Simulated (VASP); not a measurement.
# InSe (Cm) in VASP: single point with PBE

Aim: the single point of InSe with PBE.

All numbers are computed with VASP 6.6.1; they aren't measurements. Logs are shortened: lines on timing, memory, paths and dates and some standing lists are left out, and cuts for length are marked.

## (1) The cell of the first run

Symmetry: Cm, No. 8, monoclinic system. Conventional cell: a = 6.965 Å, b = 4.217 Å, c = 8.725 Å, α = 90.00°, β = 105.43°, γ = 90.00°. Within 3.5 Å of In (site symmetry m) lie 3 Se at 2.66 to 2.68 Å and 1 In at 2.80 Å. Within 3.5 Å of In (site symmetry m) lie 3 Se at 2.65 to 2.68 Å and 1 In at 2.80 Å. Se (site symmetry m) has 3 In at 2.66 to 2.68 Å within 3.5 Å. Within 3.5 Å of Se (site symmetry m) lie 3 In at 2.65 to 2.68 Å.

## (2) Single point, PBE (uniaxial x strain +4.9%)

File INCAR:

```
SYSTEM = InSe
  PREC = Accurate
  ENCUT = 520
  EDIFF = 1E-6
  ISMEAR = -1
  SIGMA = 0.02
  LREAL = .FALSE.
  LASPH = .TRUE.
  NELM = 60
  ALGO = Normal
  ISIF = 2
  LWAVE = .FALSE.
  LCHARG = .FALSE.
  GGA = PE
  NBANDS = 27
```

File KPOINTS:

```
regular mesh
0
G
  8 8 8
  0 0 0
```

File POSCAR:

```
InSe
1.0
    2.1082710093      1.1607961422      8.4106660257
   -2.1082710093      1.1607961422      8.4106660257
    0.0000000000     -2.3215922844      8.4106660257
In Se
2 2
Direct
    0.0016867238      0.0016867238     -0.0028423245
    0.1152572097      0.1152572097      0.1029048259
    0.6144341721      0.6144341721      0.6272556899
    0.8246218945      0.8246218945      0.8286818088
```

Potentials or basis: VASP PAW PBE potentials, release 64 (In_d, Se).

Started as:

```sh
cat potpaw_PBE.64/In_d/POTCAR potpaw_PBE.64/Se/POTCAR > POTCAR
mpirun -np 1 vasp_std > vasp.out
```

OUTCAR:

```text
SYSTEM = InSe
   PREC = Accurate
   ENCUT = 520
   EDIFF = 1E-6
   ISMEAR = -1
   LREAL = .FALSE.
   LASPH = .TRUE.
   NELM = 60
   ISIF = 2
   GGA = PE

 ion  position               nearest neighbor table
   1  0.002  0.002  0.997-   3 2.66   3 2.68   3 2.68   2 2.80
   2  0.115  0.115  0.103-   4 2.65   4 2.68   4 2.68   1 2.80
   3  0.614  0.614  0.627-   1 2.66   1 2.68   1 2.68
   4  0.825  0.825  0.829-   2 2.65   2 2.68   2 2.68

  LATTYP: Found a base centered monoclinic cell.
 ALAT       =     6.9647768532
 B/A-ratio  =     0.6054094923
 C/A-ratio  =     1.2527607076
 COS(beta)  =    -0.2660790136

  Lattice vectors:

 A1 = (   2.1082710093,   3.4823884266,   0.0000000000)
 A2 = (  -2.1082710093,   3.4823884266,   0.0000000000)
 A3 = (   0.0000000000,  -2.3215922844,   8.4106660257)

Analysis of symmetry for initial positions (statically):
=====================================================================
 Subroutine PRICEL returns:
 Original cell was already a primitive cell.

 Routine SETGRP: Setting up the symmetry group for a
 base centered monoclinic supercell.

 Subroutine GETGRP returns: Found  2 space group operations
 (whereof  2 operations were pure point group operations)
 out of a pool of  4 trial point group operations.

The static configuration has the point symmetry C_1h.

Analysis of symmetry for dynamics (positions and initial velocities):
=====================================================================
 Subroutine PRICEL returns:
 Original cell was already a primitive cell.

 Routine SETGRP: Setting up the symmetry group for a
 base centered monoclinic supercell.

 Subroutine GETGRP returns: Found  2 space group operations
 (whereof  2 operations were pure point group operations)
 out of a pool of  4 trial point group operations.

The dynamic configuration has the point symmetry C_1h.

 Subroutine INISYM returns: Found  2 space group operations
 (whereof  2 operations are pure point group operations),
 and found     1 'primitive' translations

----------------------------------------------------------------------------------------

                                     Primitive cell

  volume of cell :     123.4992

  direct lattice vectors                    reciprocal lattice vectors
     2.108271009  1.160796142  8.410666026     0.237161161  0.143579618  0.039632216
    -2.108271009  1.160796142  8.410666026    -0.237161161  0.143579618  0.039632216
     0.000000000 -2.321592284  8.410666026     0.000000000 -0.287159236  0.039632216

  length of vectors
     8.748231669  8.748231669  8.725198779     0.280055772  0.280055772  0.289881250

  position of ions in fractional coordinates (direct lattice)
     0.001686724  0.001686724  0.997157675
     0.115257210  0.115257210  0.102904826
     0.614434172  0.614434172  0.627255690
     0.824621894  0.824621894  0.828681809

  ion indices of the primitive-cell ions
   primitive index   ion index
                 1           1
                 2           2
                 3           3
                 4           4

----------------------------------------------------------------------------------------

 KPOINTS: regular mesh

Automatic generation of k-mesh.
 Grid dimensions read from file:
 generate k-points for:    8    8    8

 Generating k-lattice:

  Cartesian coordinates                     Fractional coordinates (reciprocal lattice)
     0.029645145  0.017947452  0.004954027     0.125000000 -0.000000000 -0.000000000
    -0.029645145  0.017947452  0.004954027    -0.000000000  0.125000000 -0.000000000
     0.000000000 -0.035894904  0.004954027    -0.000000000 -0.000000000  0.125000000

  Length of vectors
     0.035006972  0.035006972  0.036235156

  Shift w.r.t. Gamma in fractional coordinates (k-lattice)
     0.000000000  0.000000000  0.000000000

 Subroutine IBZKPT returns following result:
 ===========================================

 Found    150 irreducible k-points:

 Following reciprocal coordinates:
            Coordinates               Weight
  0.000000  0.000000  0.000000      1.000000
  0.125000  0.000000  0.000000      4.000000
  0.250000  0.000000  0.000000      4.000000
  0.375000  0.000000 -0.000000      4.000000
  0.500000  0.000000  0.000000      2.000000
  0.125000  0.125000  0.000000      2.000000
[... 16 lines left out ...]
  0.125000  0.000000  0.125000      4.000000
  0.250000  0.000000  0.125000      4.000000
 [... further k-points ...]
   k-points           NKPTS =    150   k-points in BZ     NKDIM =    150   number of bands    NBANDS=     27
   number of dos      NEDOS =    301   number of ions     NIONS =      4
   total plane-waves  NPLWV = 343000
   dimension x,y,z NGX =    70 NGY =   70 NGZ =   70
   dimension x,y,z NGXF=   140 NGYF=  140 NGZF=  140
   ions per type =               2   2
   NGX,Y,Z   is equivalent  to a cutoff of  13.30, 13.30, 13.34 a.u.
   NGXF,Y,Z  is equivalent  to a cutoff of  26.60, 26.60, 26.67 a.u.
 SYSTEM =  InSe
   PREC   = accura    normal or accurate (medium, high low for compatibility)
   ISTART =      0    job   : 0-new  1-cont  2-samecut
   ICHARG =      2    charge: 1-file 2-atom 10-const
   ISPIN  =      1    spin polarized calculation?
   LNONCOLLINEAR =      F non collinear calculations
   LSORBIT =      F    spin-orbit coupling
   LASPH  =      T    aspherical Exc in radial PAW
   ENCUT  =  520.0 eV  38.22 Ry    6.18 a.u.  16.27 16.27 16.22*2*pi/ulx,y,z
   NELM   =     60;   NELMIN=  2; NELMDL= -5     # of ELM steps
   EDIFF  = 0.1E-05   stopping-criterion for ELM
   LREAL  =      F    real-space projection
[... 7 lines left out ...]
   TEBEG  =    0.0;   TEEND  =   0.0 temperature during run
   PSTRESS=    0.0 pullay stress
   NELECT =      38.0000    total number of electrons
   NUPDOWN=      -1.0000    fix difference up-down
   EMIN   =  10.00;   EMAX   =-10.00  energy-range for DOS
   EFERMI =   0.00;   METHOD = LEGACY
   ISMEAR =    -1;   SIGMA  =   0.02  broadening in eV -4-tet -1-fermi 0-gaus
   EFERMI_NEDOS =   21; number of points for ismear=-14 and -15
   IALGO  =     38    algorithm
   IMIX   =      4    mixing-type and parameters
     AMIX     =   0.40;   BMIX     =  1.00
     AMIX_MAG =   1.60;   BMIX_MAG =  1.00
  volume/ion in A,a.u.               =      30.87       208.35
  Fermi-wavevector in a.u.,A,eV,Ry     =   1.105218  2.088560 16.619615  1.221507
  Thomas-Fermi vector in A             =   2.241702
   LORBIT       =      0    0 simple, 1 ext, 2 COOP (PROOUT), +10 PAW based schemes
   GGA     = PE    functional components
   LHFCALC =     F    Hartree Fock is set to
   AEXX    =    0.0000 exact exchange contribution
   IVDW    =     0    specifies the selected vdW correction
   LEPSILON=     F    determine dielectric tensor
   LRPA    =     F    only Hartree local field effects (RPA)
 non-spin polarized calculation
  energy-cutoff  :      520.00
  volume of cell :      123.50
 maximum number of plane-waves:      3351
 NGX is ok and might be reduce to    70
   NGX = 33   NGY = 33   NGZ = 33

 number of electron      38.0000000 magnetization

 Free energy of the ion-electron system (eV)
  ---------------------------------------------------
  ext. energy  EPLUGINS =         0.00000000
  ---------------------------------------------------
  free energy    TOTEN  =       -14.17226089 eV

  energy without entropy =      -14.17219037  energy(sigma->0) =      -14.17222563

 E-fermi :   3.7426     XC(G=0):  -8.6388

 val. band max:        3.7100261160   @ k =   0.5000   0.5000   0.5000
 cond. band min:       3.7751179699   @ k =   0.5000   0.5000   0.5000
 fundamental gap:      0.0650918539
 Fermi energy:         3.7426423049

 k-point     1 :       0.0000    0.0000    0.0000
  band No.  band energies     occupation
      1     -11.1652      2.00000
      2     -10.9785      2.00000
      3     -10.9699      2.00000
      4     -10.8967      2.00000
      5     -10.8854      2.00000
      6     -10.8849      2.00000
[... 19 lines left out ...]
     26       9.1192      0.00000
     27      10.6409      0.00000

 k-point     2 :       0.1250    0.0000    0.0000
  band No.  band energies     occupation
      1     -11.1656      2.00000
      2     -11.0185      2.00000
      3     -10.9705      2.00000
      4     -10.9439      2.00000
      5     -10.8872      2.00000
      6     -10.8793      2.00000
[... 19 lines left out ...]
     26       9.3317      0.00000
     27      10.5166      0.00000

 k-point     3 :       0.2500    0.0000    0.0000
  band No.  band energies     occupation
      1     -11.1822      2.00000
      2     -11.0828      2.00000
      3     -11.0386      2.00000
      4     -10.9692      2.00000
      5     -10.8944      2.00000
      6     -10.8601      2.00000
[... 19 lines left out ...]
     26       9.9319      0.00000
     27      10.2168      0.00000

 k-point     4 :       0.3750    0.0000   -0.0000
  band No.  band energies     occupation
      1     -11.2272      2.00000
      2     -11.1137      2.00000
      3     -11.1009      2.00000
      4     -10.9697      2.00000
      5     -10.9015      2.00000
      6     -10.8397      2.00000
[... 19 lines left out ...]
     26      10.1967      0.00000
     27      10.9341      0.00000

 k-point     5 :       0.5000    0.0000    0.0000
  band No.  band energies     occupation
      1     -11.2491      2.00000
      2     -11.1412      2.00000
      3     -11.1018      2.00000
      4     -10.9703      2.00000
      5     -10.9044      2.00000
      6     -10.8309      2.00000
[... 19 lines left out ...]
     26      10.1675      0.00000
     27      10.8101      0.00000

 k-point     6 :       0.1250    0.1250    0.0000
  band No.  band energies     occupation
      1     -11.1643      2.00000
      2     -11.0148      2.00000
      3     -10.9760      2.00000
      4     -10.9411      2.00000
      5     -10.8917      2.00000
      6     -10.8863      2.00000
[... 444 lines left out ...]
      1     -11.2484      2.00000
      2     -11.1598      2.00000
      3     -11.1018      2.00000
      4     -10.9744      2.00000
      5     -10.9182      2.00000
      6     -10.8263      2.00000
[... 19 lines left out ...]
     26      10.5572      0.00000
     27      11.5944      0.00000

 k-point    22 :       0.0000    0.0000    0.1250
  band No.  band energies     occupation
      1     -11.1643      2.00000
      2     -11.0150      2.00000
      3     -10.9759      2.00000
      4     -10.9409      2.00000
      5     -10.8917      2.00000
      6     -10.8863      2.00000
[... 19 lines left out ...]
     26       9.2937      0.00000
     27      10.5685      0.00000

 k-point    23 :       0.1250    0.0000    0.1250
  band No.  band energies     occupation
      1     -11.1655      2.00000
      2     -11.0182      2.00000
      3     -10.9705      2.00000
      4     -10.9442      2.00000
      5     -10.8872      2.00000
      6     -10.8793      2.00000
[... 19 lines left out ...]
     26       9.3007      0.00000
     27      10.5603      0.00000

 k-point    24 :       0.2500    0.0000    0.1250
  band No.  band energies     occupation
      1     -11.1732      2.00000
      2     -11.0680      2.00000
      3     -11.0118      2.00000
      4     -10.9705      2.00000
      5     -10.8882      2.00000
      6     -10.8685      2.00000
[... 19 lines left out ...]
     26      10.0628      0.00000
     27      10.4145      0.00000

 [... further k-points ...]
[... 5 lines left out ...]
  --------------------------------------------------------------------------------------
  -------------------------------------------------------------------------------------
  Total       -0.3198549      1.0833522      1.2975626      0.0000000     -0.0809704      0.0000000
  in kB       -4.1495362     14.0545271     16.8335168      0.0000000     -1.0504434      0.0000000
  external PRESSURE =       8.9128359 kB  Pullay stress =       0.0000000 kB

 VOLUME and BASIS-vectors are now :
 -----------------------------------------------------------------------------
  energy-cutoff  :      520.00
  volume of cell :      123.50
      direct lattice vectors                 reciprocal lattice vectors
     2.108271009  1.160796142  8.410666026     0.237161161  0.143579618  0.039632216
    -2.108271009  1.160796142  8.410666026    -0.237161161  0.143579618  0.039632216
     0.000000000 -2.321592284  8.410666026     0.000000000 -0.287159236  0.039632216

 POSITION                                       TOTAL-FORCE (eV/Angst)
 -----------------------------------------------------------------------------------
      0.00000     -2.31108      8.41513         0.000000      0.011276      0.103940
      0.00000      0.02868      2.80428         0.000000      0.012274     -0.103855
      0.00000     -0.02977     15.61124         0.000000     -0.009596     -0.186713
      0.00000     -0.00943     20.84100         0.000000     -0.013954      0.186628
 -----------------------------------------------------------------------------------
    total drift:                                0.000000      0.000165      0.000054

  FREE ENERGIE OF THE ION-ELECTRON SYSTEM (eV)
  ---------------------------------------------------
  free  energy   TOTEN  =       -14.1722608853 eV

  energy  without entropy=      -14.1721903678  energy(sigma->0) =      -14.17222563
```

It took 18 min on 1 thread of Intel Xeon 6975P-C (Granite Rapids), shared host; peak memory 0.93 GiB.

What came out:

```
Free energy            : -14.1723 eV
Pressure               : 0.9 GPa
Largest force          : 0.187 eV/Å
Band gap on the k mesh : 0.07 eV, direct
```

Forces on the atoms (eV/Å):
```
In   0.000  0.011  0.104
In   0.000  0.012 -0.104
Se   0.000 -0.010 -0.187
Se   0.000 -0.014  0.187
```

Levels at points of the mesh, in eV from the valence-band top:
| k point | band 17 | band 18 | band 19 | band 20 | band 21 | band 22 |
| --- | --- | --- | --- | --- | --- | --- |
| (0.00, 0.00, 0.00) | -1.42 | -1.40 | -1.34 | 1.19 | 1.75 | 3.86 |
| (0.50, 0.00, 0.00) | -2.31 | -2.27 | -1.65 | 1.25 | 1.86 | 3.69 |
| (0.50, 0.50, 0.00) | -2.45 | -2.42 | -1.41 | 0.94 | 1.56 | 3.33 |
| (0.00, 0.00, 0.50) | -2.63 | -2.23 | -1.59 | 0.98 | 1.51 | 3.76 |
| (0.50, 0.00, 0.50) | -2.50 | -2.10 | -1.51 | 1.20 | 1.90 | 3.39 |
| (0.50, 0.50, 0.50) | -1.48 | -1.26 | 0.00 | 0.07 | 1.70 | 3.78 |

Caveat: the cell differs from its parent crystal (uniaxial x strain +4.9%); spin-orbit coupling is left out, which moves the levels of the heavy elements.
